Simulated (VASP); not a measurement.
Wanted: the native input for a VASP 6.6.1 run.

* Task: single point
* Functional: PBE
* Potentials or basis: VASP PAW PBE potentials, release 64 (Ba_sv, Te)
* Cutoff: 520 eV
* k mesh: 8 × 8 × 6
* Occupations: gaussian, width 0.05 eV
* Spin: no spin polarisation
* Dipole correction: no
* Further INCAR settings: ALGO = Normal; EDIFF = 1e-06; NBANDS = 24

The structure of BaTe lies in POSCAR:

```
BaTe
1.0
    5.0237194294      0.0000000000      0.0000000000
   -2.5118597147      4.3506686473      0.0000000000
    0.0000000000      0.0000000000      8.8130280452
Ba Te
2 2
Direct
    0.3333333333      0.6666666667      0.2500000000
    0.6666666667      0.3333333333      0.7500000000
    0.0000000000      0.0000000000      0.0000000000
    0.0000000000      0.0000000000      0.5000000000
```

This cell differs from its parent crystal: volume scaled by 1.100.

These files were run (other wordings do the same):

INCAR

```
SYSTEM = BaTe
PREC = Accurate ; ENCUT = 520
EDIFF = 1E-6 ; ISMEAR = 0
SIGMA = 0.05 ; LREAL = .FALSE.
LASPH = .TRUE. ; NELM = 60
ALGO = Normal ; ISIF = 2
LWAVE = .FALSE. ; LCHARG = .TRUE.
GGA = PE ; LELF = .TRUE.
LVHAR = .TRUE. ; NBANDS = 24
```

KPOINTS

```
Automatic mesh
0
G
  8 8 6
  0 0 0
```

Potentials or basis: VASP PAW PBE potentials, release 64 (Ba_sv, Te).

The run is started by

```console
$ cat potpaw_PBE.64/Ba_sv/POTCAR potpaw_PBE.64/Te/POTCAR > POTCAR
$ mpirun -np 1 vasp_std > vasp.out
```

Results of the run:

```
Pressure               : -1.9 GPa
Band gap on the k mesh : 1.43 eV, indirect (least direct gap 1.70 eV)
```

Caveat: spin-orbit coupling is left out, which moves the levels of the heavy elements.

Run time: 5 min on 1 thread of AMD EPYC 7R13, on a shared host, peak memory 0.4 GiB.
